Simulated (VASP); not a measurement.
Set up this calculation in VASP 6.6.1, as the native input.

- Task: single point
- Functional: PBEsol
- Potentials or basis: VASP PAW PBE potentials, release 64 (Ca_sv)
- Cutoff: 520 eV
- k mesh: 6 × 6 × 4
- Occupations: gaussian, width 0.1 eV
- Spin: no spin polarisation
- Dipole correction: no
- Further INCAR settings: ALGO = Normal; EDIFF = 1e-06; NBANDS = 22

The structure of Ca lies in POSCAR:

```
Ca
1.0
    5.1305594954      0.0000000000      0.0000000000
   -2.5652797477      4.4431948587      0.0000000000
    0.0000000000      0.0000000000      5.8207914923
Ca
3
Direct
    0.2254000000      0.0000000000      0.3333333333
    0.0000000000      0.2254000000      0.6666666667
    0.7746000000      0.7746000000      0.0000000000
```

One way to write it, as run:

INCAR

```
SYSTEM = Ca
PREC     = Accurate       ! precision mode
ENCUT    = 520            ! plane-wave cutoff, eV
EDIFF    = 1E-6           ! SCF threshold, eV
ISMEAR   = 0              ! smearing method
SIGMA    = 0.1            ! smearing width, eV
LREAL    = .FALSE.        ! projectors in reciprocal space
LASPH    = .TRUE.         ! aspherical terms in the spheres
NELM     = 100            ! most SCF steps
ALGO     = Normal         ! electronic algorithm
ISIF     = 2              ! what is computed and relaxed
LWAVE    = .FALSE.        ! write WAVECAR
LCHARG   = .FALSE.        ! write CHGCAR
GGA      = PS             ! functional
NBANDS   = 22             ! bands
```

KPOINTS

```
Automatic mesh
0
G
  6 6 4
  0 0 0
```

Potentials or basis: VASP PAW PBE potentials, release 64 (Ca_sv).

The run is started by

```bash
$ cat potpaw_PBE.64/Ca_sv/POTCAR > POTCAR
$ mpirun -np 1 vasp_std > vasp.out
```

Results of the run:

```yaml
Pressure: 1.0 GPa
Largest_force: 2.671 eV/Å
Band_gap_on_the_k_mesh: zero (band 15 reaches 1.75 eV, above the bottom of band 16 at 1.12 eV)
```

Caveat: the PAW data sets were made with another functional, which shifts forces and pressure a little.

It took 73 s on 1 thread of Intel(R) Xeon(R) Platinum 8488C (Sapphire Rapids) (shared host), peak memory 0.26 GiB.
